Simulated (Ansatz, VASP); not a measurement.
**Cs: VASP beside Ansatz**

The input INCAR:

```
SYSTEM = Cs
ALGO = Normal ; EDIFF = 1E-7
ENCUT = 520 ; GGA = PE
ISIF = 2 ; ISMEAR = -1
LASPH = .True. ; LCHARG = .False.
LREAL = .False. ; LWAVE = .False.
NBANDS = 16 ; NELM = 60
PREC = Accurate ; SIGMA = 0.08
```

File KPOINTS:

```
k-points
0
Gamma
  6 6 6
  0 0 0
```

File POSCAR:

```
Cs
1.0
    0.0000000000      4.2107303546      4.2107303546
    4.2107303546      0.0000000000      4.2107303546
    4.2107303546      4.2107303546      0.0000000000
Cs
2
Direct
   -0.1250000000     -0.1250000000     -0.1250000000
    0.1250000000      0.1250000000      0.1250000000
```

Input for Ansatz:

```yaml
crystal:
  lattice:
    - [0.0, 4.2107303546, 4.2107303546]
    - [4.2107303546, 0.0, 4.2107303546]
    - [4.2107303546, 4.2107303546, 0.0]
  atoms:
    - { symbol: Cs, position: [-0.125, -0.125, -0.125] }
    - { symbol: Cs, position: [0.125, 0.125, 0.125] }
kpoints:
  mp_grid: { grid: [6, 6, 6] }
scf:
  occupations: { method: fermi_dirac, width: 0.08 }
hamiltonian:
  xc: pbe
  pseudopotentials: { kind: all_electron, datasets: crystal }
output:
  forces: true
  stress: true
  eigenvalues: true
```

Change from the starting cell: volume scaled by 0.4, crystal datasets.

Alike in both runs: task single point; functional PBE; k mesh 6 × 6 × 6; occupations fermi-dirac, width 0.08 eV; no spin polarisation.

|  | VASP | Ansatz |
| --- | --- | --- |
| version | VASP 6.6.1 | Ansatz 0.2.0 |
| potentials or method | VASP PAW PBE potentials, release 64 (Cs_sv), cutoff 520 eV | all-electron PAW with datasets made for the crystal, scalar-relativistic |

```tsv
	VASP	Ansatz	Ansatz less VASP
pressure (GPa)	1.9	1.9	-0.02
```

Ansatz ran all-electron here, and VASP with PAW potentials.

Spin-orbit coupling is off throughout.
